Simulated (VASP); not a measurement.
# ZnSe (F-43m) in VASP: a series of runs

The runs below take ZnSe through single point, with PBE+D3(BJ).

All numbers are computed with VASP 6.6.1; they aren't measurements. Logs are shortened: lines on timing, memory, paths and dates and some standing lists are left out, and cuts for length are marked.

### 1 The cell of the first run

It takes space group F-43m (No. 216, cubic). The conventional cell has a = 5.512 Å, b = 5.512 Å, c = 5.512 Å, α = 90.00°, β = 90.00°, γ = 90.00°. Within 3.2 Å of Zn (site symmetry -43m) lie 4 Se at 2.39 Å. Se (site symmetry -43m) has 4 Zn at 2.39 Å within 3.2 Å.

### 2 Single point, PBE+D3(BJ)

INCAR reads:

```
SYSTEM = ZnSe
PREC = Accurate
ENCUT = 500
EDIFF = 1E-6
ISMEAR = 0
SIGMA = 0.01
LREAL = .FALSE.
LASPH = .TRUE.
NELM = 120
ALGO = Normal
ISIF = 2
LWAVE = .FALSE.
LCHARG = .FALSE.
GGA = PE
IVDW = 12
NBANDS = 16
GGA_COMPAT = .FALSE.
```

KPOINTS reads:

```
Automatic mesh
0
G
  6 6 6
  0 0 0
```

POSCAR reads:

```
ZnSe
1.0
    0.0000000000      2.7561222157      2.7561222157
    2.7561222157      0.0000000000      2.7561222157
    2.7561222157      2.7561222157      0.0000000000
Zn Se
1 1
Direct
    0.0000000000      0.0000000000      0.0000000000
    0.2500000000      0.2500000000      0.2500000000
```

Potentials or basis: VASP PAW PBE potentials, release 64 (Zn, Se).

On the command line:

```
$ cat potpaw_PBE.64/Zn/POTCAR potpaw_PBE.64/Se/POTCAR > POTCAR
$ mpirun -np 1 vasp_std > vasp.out
```

OUTCAR:

```text
SYSTEM = ZnSe
   PREC = Accurate
   ENCUT = 500
   EDIFF = 1E-6
   ISMEAR = 0
   LREAL = .FALSE.
   LASPH = .TRUE.
   NELM = 120
   ISIF = 2
   GGA = PE
   IVDW = 12
 IVDW          = 12

 ion  position               nearest neighbor table
   1  0.000  0.000  0.000-   2 2.39   2 2.39   2 2.39   2 2.39
   2  0.250  0.250  0.250-   1 2.39   1 2.39   1 2.39   1 2.39

  LATTYP: Found a face centered cubic cell.
 ALAT       =     5.5122444314

  Lattice vectors:

 A1 = (   0.0000000000,   2.7561222157,   2.7561222157)
 A2 = (   2.7561222157,   0.0000000000,   2.7561222157)
 A3 = (   2.7561222157,   2.7561222157,   0.0000000000)

Analysis of symmetry for initial positions (statically):
=====================================================================
 Subroutine PRICEL returns:
 Original cell was already a primitive cell.

 Routine SETGRP: Setting up the symmetry group for a
 face centered cubic supercell.

 Subroutine GETGRP returns: Found 24 space group operations
 (whereof 24 operations were pure point group operations)
 out of a pool of 48 trial point group operations.

The static configuration has the point symmetry T_d .

Analysis of symmetry for dynamics (positions and initial velocities):
=====================================================================
 Subroutine PRICEL returns:
 Original cell was already a primitive cell.

 Routine SETGRP: Setting up the symmetry group for a
 face centered cubic supercell.

 Subroutine GETGRP returns: Found 24 space group operations
 (whereof 24 operations were pure point group operations)
 out of a pool of 48 trial point group operations.

The dynamic configuration has the point symmetry T_d .

 Subroutine INISYM returns: Found 24 space group operations
 (whereof 24 operations are pure point group operations),
 and found     1 'primitive' translations

----------------------------------------------------------------------------------------

                                     Primitive cell

  volume of cell :      41.8722

  direct lattice vectors                    reciprocal lattice vectors
     0.000000000  2.756122216  2.756122216    -0.181414306  0.181414306  0.181414306
     2.756122216  0.000000000  2.756122216     0.181414306 -0.181414306  0.181414306
     2.756122216  2.756122216  0.000000000     0.181414306  0.181414306 -0.181414306

  length of vectors
     3.897745417  3.897745417  3.897745417     0.314218796  0.314218796  0.314218796

  position of ions in fractional coordinates (direct lattice)
     0.000000000  0.000000000  0.000000000
     0.250000000  0.250000000  0.250000000

  ion indices of the primitive-cell ions
   primitive index   ion index
                 1           1
                 2           2

----------------------------------------------------------------------------------------

 KPOINTS: Automatic mesh

Automatic generation of k-mesh.
 Grid dimensions read from file:
 generate k-points for:    6    6    6

 Generating k-lattice:

  Cartesian coordinates                     Fractional coordinates (reciprocal lattice)
    -0.030235718  0.030235718  0.030235718     0.166666667  0.000000000  0.000000000
     0.030235718 -0.030235718  0.030235718     0.000000000  0.166666667  0.000000000
     0.030235718  0.030235718 -0.030235718     0.000000000  0.000000000  0.166666667

  Length of vectors
     0.052369799  0.052369799  0.052369799

  Shift w.r.t. Gamma in fractional coordinates (k-lattice)
     0.000000000  0.000000000  0.000000000

 Subroutine IBZKPT returns following result:
 ===========================================

 Found     16 irreducible k-points:

 Following reciprocal coordinates:
            Coordinates               Weight
  0.000000  0.000000  0.000000      1.000000
  0.166667  0.000000  0.000000      8.000000
  0.333333  0.000000  0.000000      8.000000
  0.500000  0.000000  0.000000      4.000000
  0.166667  0.166667  0.000000      6.000000
  0.333333  0.166667  0.000000     24.000000
[... 8 lines left out ...]
 -0.333333  0.333333  0.166667     24.000000
 -0.333333  0.500000  0.166667     12.000000
   k-points           NKPTS =     16   k-points in BZ     NKDIM =     16   number of bands    NBANDS=     16
   number of dos      NEDOS =    301   number of ions     NIONS =      2
   total plane-waves  NPLWV =  21952
   dimension x,y,z NGX =    28 NGY =   28 NGZ =   28
   dimension x,y,z NGXF=    56 NGYF=   56 NGZF=   56
   ions per type =               1   1
   NGX,Y,Z   is equivalent  to a cutoff of  11.94, 11.94, 11.94 a.u.
   NGXF,Y,Z  is equivalent  to a cutoff of  23.89, 23.89, 23.89 a.u.
 SYSTEM =  ZnSe
   PREC   = accura    normal or accurate (medium, high low for compatibility)
   ISTART =      0    job   : 0-new  1-cont  2-samecut
   ICHARG =      2    charge: 1-file 2-atom 10-const
   ISPIN  =      1    spin polarized calculation?
   LNONCOLLINEAR =      F non collinear calculations
   LSORBIT =      F    spin-orbit coupling
   LASPH  =      T    aspherical Exc in radial PAW
   ENCUT  =  500.0 eV  36.75 Ry    6.06 a.u.   7.11  7.11  7.11*2*pi/ulx,y,z
   NELM   =    120;   NELMIN=  2; NELMDL= -5     # of ELM steps
   EDIFF  = 0.1E-05   stopping-criterion for ELM
   LREAL  =      F    real-space projection
   EDIFFG = 0.1E-04   stopping-criterion for IOM
   NSW    =      0    number of steps for IOM
   IBRION =     -1    ionic relax: 0-MD 1-quasi-New 2-CG
   NFREE  =      0    steps in history (QN), initial steepest desc. (CG)
   ISIF   =      2    stress and relaxation
   ISYM   =      2    0-nonsym 1-usesym 2-fastsym
   POTIM  = 0.5000    time-step for ionic-motion
   TEBEG  =    0.0;   TEEND  =   0.0 temperature during run
   PSTRESS=    0.0 pullay stress
   NELECT =      18.0000    total number of electrons
   NUPDOWN=      -1.0000    fix difference up-down
   EMIN   =  10.00;   EMAX   =-10.00  energy-range for DOS
   EFERMI =   0.00;   METHOD = LEGACY
   ISMEAR =     0;   SIGMA  =   0.01  broadening in eV -4-tet -1-fermi 0-gaus
   EFERMI_NEDOS =   21; number of points for ismear=-14 and -15
   IALGO  =     38    algorithm
   IMIX   =      4    mixing-type and parameters
     AMIX     =   0.40;   BMIX     =  1.00
     AMIX_MAG =   1.60;   BMIX_MAG =  1.00
  volume/ion in A,a.u.               =      20.94       141.28
  Fermi-wavevector in a.u.,A,eV,Ry     =   1.235541  2.334834 20.770134  1.526562
  Thomas-Fermi vector in A             =   2.370186
   LORBIT       =      0    0 simple, 1 ext, 2 COOP (PROOUT), +10 PAW based schemes
   GGA     = PE    functional components
   LHFCALC =     F    Hartree Fock is set to
   AEXX    =    0.0000 exact exchange contribution
   IVDW    =    12    specifies the selected vdW correction
   LEPSILON=     F    determine dielectric tensor
   LRPA    =     F    only Hartree local field effects (RPA)
 non-spin polarized calculation
 Gauss-broadening in eV      SIGMA  =   0.01
  energy-cutoff  :      500.00
  volume of cell :       41.87
 maximum number of plane-waves:      1090
   NGX = 15   NGY = 15   NGZ = 15

 number of electron      17.9999992 magnetization

 Free energy of the ion-electron system (eV)
  ---------------------------------------------------
  ext. energy  EPLUGINS =         0.00000000
  ---------------------------------------------------
  free energy    TOTEN  =        -5.89019750 eV

  energy without entropy =       -5.89019750  energy(sigma->0) =       -5.89019750

 E-fermi :   2.4660     XC(G=0):  -9.7068

 val. band max:        2.3701888712   @ k =   0.0000   0.0000   0.0000
 cond. band min:       4.0071608695   @ k =   0.0000   0.0000   0.0000
 fundamental gap:      1.6369719983
 Fermi energy:         2.4659570800

 k-point     1 :       0.0000    0.0000    0.0000
  band No.  band energies     occupation
      1     -11.4626      2.00000
      2      -4.5204      2.00000
      3      -4.5204      2.00000
      4      -4.5204      2.00000
      5      -4.0705      2.00000
      6      -4.0705      2.00000
[... 8 lines left out ...]
     15      13.9989      0.00000
     16      13.9989      0.00000

 k-point     2 :       0.1667    0.0000    0.0000
  band No.  band energies     occupation
      1     -11.2584      2.00000
      2      -4.5135      2.00000
      3      -4.4885      2.00000
      4      -4.4885      2.00000
      5      -4.0730      2.00000
      6      -4.0730      2.00000
[... 8 lines left out ...]
     15      12.9109      0.00000
     16      13.6316      0.00000

 k-point     3 :       0.3333    0.0000    0.0000
  band No.  band energies     occupation
      1     -10.7928      2.00000
      2      -4.4351      2.00000
      3      -4.4351      2.00000
      4      -4.3659      2.00000
      5      -4.0628      2.00000
      6      -4.0628      2.00000
[... 8 lines left out ...]
     15      13.5860      0.00000
     16      13.5860      0.00000

 k-point     4 :       0.5000    0.0000    0.0000
  band No.  band energies     occupation
      1     -10.5214      2.00000
      2      -4.4161      2.00000
      3      -4.4161      2.00000
      4      -4.0476      2.00000
      5      -4.0476      2.00000
      6      -3.8816      2.00000
[... 8 lines left out ...]
     15      15.8151      0.00000
     16      15.8151      0.00000

 k-point     5 :       0.1667    0.1667    0.0000
  band No.  band energies     occupation
      1     -11.1900      2.00000
      2      -4.5490      2.00000
      3      -4.4583      2.00000
      4      -4.4583      2.00000
      5      -4.0941      2.00000
      6      -4.0556      2.00000
[... 8 lines left out ...]
     15      14.4025      0.00000
     16      14.8353      0.00000

 k-point     6 :       0.3333    0.1667    0.0000
  band No.  band energies     occupation
      1     -10.8066      2.00000
      2      -4.5086      2.00000
      3      -4.3945      2.00000
      4      -4.3803      2.00000
      5      -4.0873      2.00000
      6      -4.0430      2.00000
[... 8 lines left out ...]
     15      14.7884      0.00000
     16      15.2097      0.00000

 k-point     7 :       0.5000    0.1667    0.0000
  band No.  band energies     occupation
      1     -10.4498      2.00000
      2      -4.4228      2.00000
      3      -4.3672      2.00000
      4      -4.1558      2.00000
      5      -4.0433      2.00000
      6      -3.9214      2.00000
[... 8 lines left out ...]
     15      15.5514      0.00000
     16      15.8572      0.00000

 k-point     8 :      -0.3333    0.1667    0.0000
  band No.  band energies     occupation
      1     -10.5414      2.00000
      2      -4.4121      2.00000
      3      -4.3892      2.00000
      4      -4.2117      2.00000
      5      -4.0758      2.00000
      6      -4.0135      2.00000
[... 8 lines left out ...]
     15      14.3796      0.00000
     16      15.9316      0.00000

 k-point     9 :      -0.1667    0.1667    0.0000
  band No.  band energies     occupation
      1     -10.9628      2.00000
      2      -4.4776      2.00000
      3      -4.4490      2.00000
      4      -4.4332      2.00000
      5      -4.0901      2.00000
      6      -4.0512      2.00000
[... 8 lines left out ...]
     15      13.8591      0.00000
     16      15.4470      0.00000

 k-point    10 :       0.3333    0.3333    0.0000
  band No.  band energies     occupation
      1     -10.5654      2.00000
      2      -4.5648      2.00000
      3      -4.3067      2.00000
      4      -4.3067      2.00000
      5      -4.0759      2.00000
      6      -4.0256      2.00000
[... 8 lines left out ...]
     15      15.5364      0.00000
     16      18.3128      0.00000

 k-point    11 :       0.5000    0.3333    0.0000
  band No.  band energies     occupation
      1     -10.2892      2.00000
      2      -4.4887      2.00000
      3      -4.2635      2.00000
      4      -4.2264      2.00000
      5      -4.0273      2.00000
      6      -3.8964      2.00000
[... 8 lines left out ...]
     15      16.1953      0.00000
     16      17.2591      0.00000

 k-point    12 :      -0.3333    0.3333    0.0000
  band No.  band energies     occupation
      1     -10.2800      2.00000
      2      -4.4224      2.00000
      3      -4.3024      2.00000
      4      -4.1250      2.00000
      5      -4.0617      2.00000
      6      -3.8064      2.00000
[... 8 lines left out ...]
     15      13.6903      0.00000
     16      18.5397      0.00000

 k-point    13 :       0.5000    0.5000    0.0000
  band No.  band energies     occupation
      1     -10.1987      2.00000
      2      -4.5471      2.00000
      3      -4.2117      2.00000
      4      -4.2117      2.00000
      5      -4.0107      2.00000
      6      -3.8603      2.00000
[... 8 lines left out ...]
     15      16.5480      0.00000
     16      17.1744      0.00000

 k-point    14 :       0.5000    0.3333    0.1667
  band No.  band energies     occupation
      1     -10.4665      2.00000
      2      -4.4368      2.00000
      3      -4.3578      2.00000
      4      -4.2496      2.00000
      5      -4.0530      2.00000
      6      -4.0012      2.00000
[... 8 lines left out ...]
     15      15.6923      0.00000
     16      17.1977      0.00000

 k-point    15 :      -0.3333    0.3333    0.1667
  band No.  band energies     occupation
      1     -10.2800      2.00000
      2      -4.4011      2.00000
      3      -4.3209      2.00000
      4      -4.1188      2.00000
      5      -4.0834      2.00000
      6      -3.7790      2.00000
[... 8 lines left out ...]
     15      15.8605      0.00000
     16      16.8785      0.00000

 k-point    16 :      -0.3333    0.5000    0.1667
  band No.  band energies     occupation
      1     -10.1940      2.00000
      2      -4.4386      2.00000
      3      -4.2551      2.00000
      4      -4.1762      2.00000
      5      -4.0551      2.00000
      6      -3.7383      2.00000
[... 8 lines left out ...]
     15      16.5793      0.00000
     16      17.0161      0.00000

------------------------ aborting loop because EDIFF is reached ----------------------------------------

 Edisp (eV)   -0.70637

 E8    (eV) :    -0.2962

  FORCE on cell =-STRESS in cart. coord.  units (eV):
  Direction    XX          YY          ZZ          XY          YZ          ZX
  --------------------------------------------------------------------------------------
  -------------------------------------------------------------------------------------
  Total       1.60410     1.60410     1.60410     0.00000     0.00000    -0.00000
  in kB      61.37873    61.37873    61.37873     0.00000     0.00000    -0.00000
  external pressure =       61.38 kB  Pullay stress =        0.00 kB

 VOLUME and BASIS-vectors are now :
 -----------------------------------------------------------------------------
  energy-cutoff  :      500.00
  volume of cell :       41.87
      direct lattice vectors                 reciprocal lattice vectors
     0.000000000  2.756122216  2.756122216    -0.181414306  0.181414306  0.181414306
     2.756122216  0.000000000  2.756122216     0.181414306 -0.181414306  0.181414306
     2.756122216  2.756122216  0.000000000     0.181414306  0.181414306 -0.181414306

 POSITION                                       TOTAL-FORCE (eV/Angst)
 -----------------------------------------------------------------------------------
      0.00000      0.00000      0.00000         0.000000      0.000000      0.000000
      1.37806      1.37806      1.37806        -0.000000     -0.000000     -0.000000
 -----------------------------------------------------------------------------------
    total drift:                                0.000001      0.000001      0.000001

  FREE ENERGIE OF THE ION-ELECTRON SYSTEM (eV)
  ---------------------------------------------------
  free  energy   TOTEN  =        -6.5965626551 eV

  energy  without entropy=       -6.5965626551  energy(sigma->0) =       -6.59656266
```

Wall time 12 s (1 thread of Intel Xeon Platinum 8259CL at 2.50GHz (Skylake/Cascade Lake), shared host); peak memory 0.16 GiB.

Results:

| Item | Value |
| --- | --- |
| Free energy | -6.5966 eV |
| Pressure | 6.1 GPa |
| Band gap on the k mesh | 1.64 eV |
| Dispersion energy per atom | -0.353 eV |

Caveat: the cell stands under pressure.

(Continued in part 2 of 2.)
